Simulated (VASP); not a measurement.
AlN:

```
Al N
1.0
     3.31212    0.00000    0.00000
    -1.65606    2.86838    0.00000
     0.00000    0.00000    4.18756
Al N
2 2
Direct
  0.33333 0.66667 0.75000
  0.66667 0.33333 0.25000
  0.33333 0.66667 0.25000
  0.66667 0.33333 0.75000
```

```yaml
Program: VASP 6.6.1
Task: relaxation of cell and atoms
Functional: LDA
Potentials_or_basis: VASP PAW LDA potentials, release 64 (Al, N)
Cutoff: 600 eV
k_mesh: 12 × 12 × 6
Occupations: methfessel-paxton, width 0.05 eV
Spin: no spin polarisation
```

At the start: pressure -8.3 GPa; volume 9.95 Å³/atom.

**Question.** Where does the relaxation end?

**Answer.** Over 9 steps the energy falls by 10.8 meV/atom and the volume is 9.55 Å³/atom (-4.0 %); space group P6_3/mmc (No. 194, to 0.05 Å).

The path:
```tsv
step	energy change (eV)	largest force (eV/Å)	pressure (GPa)	volume (Å³)
1	0.0000	0.0000	-8.32	39.78
2	-0.0058	0.0000	8.74	36.88
3	-0.0414	0.0000	-0.04	38.24
4	-0.0414	0.0000	0.15	38.21
5	-0.0428	0.0000	0.15	38.18
6	-0.0431	0.0000	0.18	38.16
7	-0.0431	0.0000	0.18	38.16
8	-0.0431	0.0000	-0.18	38.22
9	-0.0431	0.0000	0.00	38.19
```

Final structure:
```
Al N
1.0
     3.27904    0.00000    0.00000
    -1.63952    2.83973    0.00000
     0.00000    0.00000    4.10165
Al N
2 2
Direct
  0.33333 0.66667 0.75000
  0.66667 0.33333 0.25000
  0.33333 0.66667 0.25000
  0.66667 0.33333 0.75000
```
